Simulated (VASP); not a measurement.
# P in VASP: settings compared, part 2 of 4

VASP 6.6.1. Earlier steps stand in the parts before.

**3. Single point, PBEsol**

This run uses another cell than the first one.

File INCAR:

```
  PREC = Accurate
  ENCUT = 520
  EDIFF = 1E-6
  ISMEAR = -1
  SIGMA = 0.02
  LREAL = False
  LASPH = True
  NELM = 100
  ALGO = Normal
  ISIF = 2
  LWAVE = False
  LCHARG = True
  LDIPOL = True
  IDIPOL = 3
  DIPOL = 0.5 0.5 0.341
  GGA = PS
  LELF = True
  LVHAR = True
  LVACPOTAV = True
  NBANDS = 18
```

File KPOINTS:

```
regular mesh
0
Gamma
  6 8 1
```

File POSCAR:

```
P
1.0
    4.4448149194      0.0000000000      0.0000000000
    0.0000000000      3.2832781353      0.0000000000
    0.0000000000      0.0000000000     27.8195791164
P
4
Direct
    0.0828722035      0.0000000000      0.3794690972
    0.4171277965      0.5000000000      0.3794690972
    0.5828722035      0.5000000000      0.3035031333
    0.9171277965      0.0000000000      0.3035031333
```

Potentials or basis: VASP PAW PBE potentials, release 64 (P).

The run is started by

```console
$ cat potpaw_PBE.64/P/POTCAR > POTCAR
$ mpirun -np 1 vasp_std > vasp.out
```

Wall time 11 min (1 thread of Intel Xeon 8259CL, shared host); peak memory 0.46 GiB.

Results (log left out):

| Quantity | Value |
| --- | --- |
| Free energy | -22.8404 eV |
| Largest force | 0.022 eV/Å |
| Band gap on the k mesh | 0.73 eV |

Forces in eV/Å, atoms in the order of the input:
```
P    0.011  0.000 -0.019
P   -0.011  0.000 -0.019
P    0.011  0.000  0.019
P   -0.011  0.000  0.019
```

Levels at points of the mesh, in eV from the valence-band top:
```tsv
k point	band 8	band 9	band 10	band 11	band 12	band 13
(0.00, 0.00, 0.00)	-1.90	-1.72	0.00	0.73	1.52	2.74
(0.50, 0.00, 0.00)	-2.54	-1.07	-1.07	2.11	2.11	3.51
(0.00, 0.50, 0.00)	-2.76	-2.06	-2.06	1.22	1.22	1.90
(0.50, 0.50, 0.00)	-4.91	-1.30	-1.30	2.39	2.39	4.21
```

Caveat: the PAW data sets were made with another functional, which shifts forces and pressure a little.

**4. Single point, PBE**

This run uses another cell than the first one.

File INCAR:

```
SYSTEM = P
PREC = Accurate ; ENCUT = 520
EDIFF = 1E-6 ; ISMEAR = -1
SIGMA = 0.02 ; LREAL = .False.
LASPH = .True. ; NELM = 80
ALGO = Normal ; ISIF = 2
LWAVE = .False. ; LCHARG = .False.
LDIPOL = .True. ; IDIPOL = 3
DIPOL = 0.5 0.5 0.341 ; GGA = PE
NBANDS = 18
```

File KPOINTS:

```
regular mesh
0
Gamma
  6 8 1
  0 0 0
```

File POSCAR:

```
P
1.0
    4.6274948433      0.0000000000      0.0000000000
    0.0000000000      3.2918638654      0.0000000000
    0.0000000000      0.0000000000     27.8195791164
P
4
Direct
    0.0912379111      0.0000000000      0.3789328437
    0.4087620889      0.5000000000      0.3789328437
    0.5912379111      0.5000000000      0.3040393868
    0.9087620889      0.0000000000      0.3040393868
```

Potentials or basis: VASP PAW PBE potentials, release 64 (P).

The run is started by

```console
$ cat potpaw_PBE.64/P/POTCAR > POTCAR
$ mpirun -np 1 vasp_std > vasp.out
```

OUTCAR:

```text
SYSTEM = P
   PREC = Accurate
   ENCUT = 520
   EDIFF = 1E-6
   ISMEAR = -1
   LREAL = .False.
   LASPH = .True.
   NELM = 80
   ISIF = 2
   GGA = PE

 ion  position               nearest neighbor table
   1  0.091  0.000  0.379-   2 2.21   2 2.21   4 2.25
   2  0.409  0.500  0.379-   1 2.21   1 2.21   3 2.25
   3  0.591  0.500  0.304-   4 2.21   4 2.21   2 2.25
   4  0.909  0.000  0.304-   3 2.21   3 2.21   1 2.25

  LATTYP: Found a simple orthorhombic cell.
 ALAT       =     3.2918638654
 B/A-ratio  =     1.4057370027
 C/A-ratio  =     8.4510114190

  Lattice vectors:

 A1 = (   0.0000000000,  -3.2918638654,   0.0000000000)
 A2 = (   4.6274948433,   0.0000000000,   0.0000000000)
 A3 = (   0.0000000000,   0.0000000000,  27.8195791164)

Analysis of symmetry for initial positions (statically):
=====================================================================
 Subroutine PRICEL returns:
 Original cell was already a primitive cell.

 Routine SETGRP: Setting up the symmetry group for a
 simple orthorhombic supercell.

 Subroutine GETGRP returns: Found  8 space group operations
 (whereof  2 operations were pure point group operations)
 out of a pool of  8 trial point group operations.

The static configuration has the point symmetry C_1h.
 The point group associated with its full space group is D_2h.

Analysis of symmetry for dynamics (positions and initial velocities):
=====================================================================
 Subroutine PRICEL returns:
 Original cell was already a primitive cell.

 Routine SETGRP: Setting up the symmetry group for a
 simple orthorhombic supercell.

 Subroutine GETGRP returns: Found  8 space group operations
 (whereof  2 operations were pure point group operations)
 out of a pool of  8 trial point group operations.

The dynamic configuration has the point symmetry C_1h.
 The point group associated with its full space group is D_2h.

 Subroutine INISYM returns: Found  8 space group operations
 (whereof  2 operations are pure point group operations),
 and found     1 'primitive' translations

----------------------------------------------------------------------------------------

                                     Primitive cell

  volume of cell :     423.7780

  direct lattice vectors                    reciprocal lattice vectors
     4.627494843  0.000000000  0.000000000     0.216099647  0.000000000  0.000000000
     0.000000000  3.291863865  0.000000000     0.000000000  0.303779269  0.000000000
     0.000000000  0.000000000 27.819579116     0.000000000  0.000000000  0.035945907

  length of vectors
     4.627494843  3.291863865 27.819579116     0.216099647  0.303779269  0.035945907

  position of ions in fractional coordinates (direct lattice)
     0.091237911  0.000000000  0.378932844
     0.408762089  0.500000000  0.378932844
     0.591237911  0.500000000  0.304039387
     0.908762089  0.000000000  0.304039387

  ion indices of the primitive-cell ions
   primitive index   ion index
                 1           1
                 2           2
                 3           3
                 4           4

----------------------------------------------------------------------------------------

 KPOINTS: regular mesh

Automatic generation of k-mesh.
 Grid dimensions read from file:
 generate k-points for:    6    8    1

 Generating k-lattice:

  Cartesian coordinates                     Fractional coordinates (reciprocal lattice)
     0.036016608  0.000000000  0.000000000     0.166666667  0.000000000  0.000000000
     0.000000000  0.037972409  0.000000000     0.000000000  0.125000000  0.000000000
     0.000000000  0.000000000  0.035945907     0.000000000  0.000000000  1.000000000

  Length of vectors
     0.036016608  0.037972409  0.035945907

  Shift w.r.t. Gamma in fractional coordinates (k-lattice)
     0.000000000  0.000000000  0.000000000

 Subroutine IBZKPT returns following result:
 ===========================================

 Found     20 irreducible k-points:

 Following reciprocal coordinates:
            Coordinates               Weight
  0.000000  0.000000  0.000000      1.000000
  0.166667  0.000000  0.000000      2.000000
  0.333333  0.000000  0.000000      2.000000
  0.500000  0.000000  0.000000      1.000000
  0.000000  0.125000  0.000000      2.000000
  0.166667  0.125000  0.000000      4.000000
[... 12 lines left out ...]
  0.333333  0.500000  0.000000      2.000000
  0.500000  0.500000  0.000000      1.000000
   k-points           NKPTS =     20   k-points in BZ     NKDIM =     20   number of bands    NBANDS=     18
   number of dos      NEDOS =    301   number of ions     NIONS =      4
   total plane-waves  NPLWV = 181440
   dimension x,y,z NGX =    36 NGY =   24 NGZ =  210
   dimension x,y,z NGXF=    72 NGYF=   48 NGZF=  420
   ions per type =               4
   NGX,Y,Z   is equivalent  to a cutoff of  12.93, 12.12, 12.55 a.u.
   NGXF,Y,Z  is equivalent  to a cutoff of  25.87, 24.24, 25.10 a.u.
 SYSTEM =  P
   PREC   = accura    normal or accurate (medium, high low for compatibility)
   ISTART =      0    job   : 0-new  1-cont  2-samecut
   ICHARG =      2    charge: 1-file 2-atom 10-const
   ISPIN  =      1    spin polarized calculation?
   LNONCOLLINEAR =      F non collinear calculations
   LSORBIT =      F    spin-orbit coupling
   LASPH  =      T    aspherical Exc in radial PAW
   ENCUT  =  520.0 eV  38.22 Ry    6.18 a.u.   8.60  6.12 51.73*2*pi/ulx,y,z
   NELM   =     80;   NELMIN=  2; NELMDL= -5     # of ELM steps
   EDIFF  = 0.1E-05   stopping-criterion for ELM
   LREAL  =      F    real-space projection
[... 7 lines left out ...]
   TEBEG  =    0.0;   TEEND  =   0.0 temperature during run
   PSTRESS=    0.0 pullay stress
   NELECT =      20.0000    total number of electrons
   NUPDOWN=      -1.0000    fix difference up-down
   EMIN   =  10.00;   EMAX   =-10.00  energy-range for DOS
   EFERMI =   0.00;   METHOD = LEGACY
   ISMEAR =    -1;   SIGMA  =   0.02  broadening in eV -4-tet -1-fermi 0-gaus
   EFERMI_NEDOS =   21; number of points for ismear=-14 and -15
   IALGO  =     38    algorithm
   IMIX   =      4    mixing-type and parameters
     AMIX     =   0.40;   BMIX     =  1.00
     AMIX_MAG =   1.60;   BMIX_MAG =  1.00
  volume/ion in A,a.u.               =     105.94       714.95
  Fermi-wavevector in a.u.,A,eV,Ry     =   0.591614  1.117989  4.762142  0.350008
  Thomas-Fermi vector in A             =   1.640111
   LORBIT       =      0    0 simple, 1 ext, 2 COOP (PROOUT), +10 PAW based schemes
   GGA     = PE    functional components
   LHFCALC =     F    Hartree Fock is set to
   AEXX    =    0.0000 exact exchange contribution
   IVDW    =     0    specifies the selected vdW correction
   LEPSILON=     F    determine dielectric tensor
   LRPA    =     F    only Hartree local field effects (RPA)
 non-spin polarized calculation
  energy-cutoff  :      520.00
  volume of cell :      423.78
 maximum number of plane-waves:     11464
 NGX is ok and might be reduce to    36
   NGX = 17   NGY = 13   NGZ =103

 dipolmoment           0.000000      0.000000     -0.000033 electrons x Angstroem

 number of electron      20.0000000 magnetization

 dipolmoment           0.000000      0.000000      0.000004 electrons x Angstroem

 Free energy of the ion-electron system (eV)
  ---------------------------------------------------
  ext. energy  EPLUGINS =         0.00000000
  ---------------------------------------------------
  free energy    TOTEN  =       -21.46296161 eV

  energy without entropy =      -21.46296161  energy(sigma->0) =      -21.46296161

 E-fermi :  -2.5754     XC(G=0):  -2.2038

 val. band max:       -3.0371546255   @ k =   0.0000   0.0000   0.0000
 cond. band min:      -2.1061689553   @ k =   0.0000   0.0000   0.0000
 fundamental gap:      0.9309856702
 Fermi energy:        -2.5753692589

 k-point     1 :       0.0000    0.0000    0.0000
  band No.  band energies     occupation
      1     -18.1071      2.00000
      2     -15.6315      2.00000
      3     -12.2786      2.00000
      4      -8.7718      2.00000
      5      -7.7178      2.00000
      6      -7.5790      2.00000
[... 397 lines left out ...]
      5      -8.0433      2.00000
      6      -8.0433      2.00000
[... 10 lines left out ...]
     17       3.4576      0.00000
     18       3.4576      0.00000

------------------------ aborting loop because EDIFF is reached ----------------------------------------

 vacuum level on the upper side and lower side of the slab       (xc-potential included)        -0.006        -0.006

  FORCE on cell =-STRESS in cart. coord.  units (eV):
  Direction    XX          YY          ZZ          XY          YZ          ZX
  --------------------------------------------------------------------------------------
  -------------------------------------------------------------------------------------
  Total        0.6642366      0.4779032      0.4043555      0.0000000      0.0000000      0.0000000
  in kB        2.5112795      1.8068085      1.5287470      0.0000000      0.0000000      0.0000000
  external PRESSURE =       1.9489450 kB  Pullay stress =       0.0000000 kB

 VOLUME and BASIS-vectors are now :
 -----------------------------------------------------------------------------
  energy-cutoff  :      520.00
  volume of cell :      423.78
      direct lattice vectors                 reciprocal lattice vectors
     4.627494843  0.000000000  0.000000000     0.216099647  0.000000000  0.000000000
     0.000000000  3.291863865  0.000000000     0.000000000  0.303779269  0.000000000
     0.000000000  0.000000000 27.819579116     0.000000000  0.000000000  0.035945907

 POSITION                                       TOTAL-FORCE (eV/Angst)
 -----------------------------------------------------------------------------------
      0.42220      0.00000     10.54175        -0.184426     -0.000000      0.100675
      1.89154      1.64593     10.54175         0.184426      0.000000      0.100675
      2.73595      1.64593      8.45825        -0.184426     -0.000000     -0.100675
      4.20529      0.00000      8.45825         0.184426      0.000000     -0.100675
 -----------------------------------------------------------------------------------
    total drift:                               -0.000000     -0.000000      0.000029

  FREE ENERGIE OF THE ION-ELECTRON SYSTEM (eV)
  ---------------------------------------------------
  free  energy   TOTEN  =       -21.4629616087 eV

  energy  without entropy=      -21.4629616087  energy(sigma->0) =      -21.46296161

 vacuum level on the upper side and lower side of the slab         1.984         1.984
```

OSZICAR:

```text
N       E                     dE             d eps       ncg     rms          rms(c)
DAV:   1     0.140935672221E+03    0.14094E+03   -0.59583E+03   720   0.752E+02
DAV:   2    -0.285498978645E+01   -0.14379E+03   -0.13480E+03  1110   0.138E+02
DAV:   3    -0.212344594137E+02   -0.18379E+02   -0.18301E+02   944   0.588E+01
DAV:   4    -0.216573306489E+02   -0.42287E+00   -0.42154E+00  1038   0.114E+01
[... 12 lines left out ...]
DAV:  17    -0.214629256652E+02   -0.93946E-05   -0.38604E-07   834   0.244E-03    0.245E-03
DAV:  18    -0.214629500157E+02   -0.24351E-04   -0.86827E-07   654   0.263E-03    0.265E-03
DAV:  19    -0.214629543174E+02   -0.43016E-05   -0.10429E-07   782   0.103E-03    0.781E-04
DAV:  20    -0.214629610779E+02   -0.67605E-05   -0.25106E-07   740   0.136E-03    0.184E-03
DAV:  21    -0.214629616087E+02   -0.53083E-06   -0.10234E-08   702   0.472E-04
   1 F= -.21462962E+02 E0= -.21462962E+02  d E =-.365860E-11
```

Run time: 10 min. Hardware: 1 thread of Intel Xeon 8259CL, shared host; peak memory 0.47 GiB.

Results:

| Item | Value |
| --- | --- |
| Free energy | -21.4630 eV |
| Largest force | 0.210 eV/Å |
| Band gap on the k mesh | 0.93 eV |

Forces in eV/Å, atoms in the order of the input:
```
P   -0.184  0.000  0.101
P    0.184  0.000  0.101
P   -0.184  0.000 -0.101
P    0.184  0.000 -0.101
```

Levels at points of the mesh, in eV from the valence-band top:
| k point | band 7 | band 8 | band 9 | band 10 | band 11 | band 12 | band 13 | band 14 |
| --- | --- | --- | --- | --- | --- | --- | --- | --- |
| (0.00, 0.00, 0.00) | -3.43 | -1.84 | -1.64 | 0.00 | 0.93 | 1.57 | 2.63 | 3.30 |
| (0.50, 0.00, 0.00) | -2.64 | -2.64 | -1.35 | -1.35 | 2.07 | 2.07 | 3.70 | 3.70 |
| (0.00, 0.50, 0.00) | -2.74 | -2.74 | -1.97 | -1.97 | 1.23 | 1.23 | 2.24 | 2.24 |
| (0.50, 0.50, 0.00) | -4.57 | -4.57 | -1.10 | -1.10 | 2.36 | 2.36 | 3.81 | 3.81 |

(Continued in part 3 of 4.)
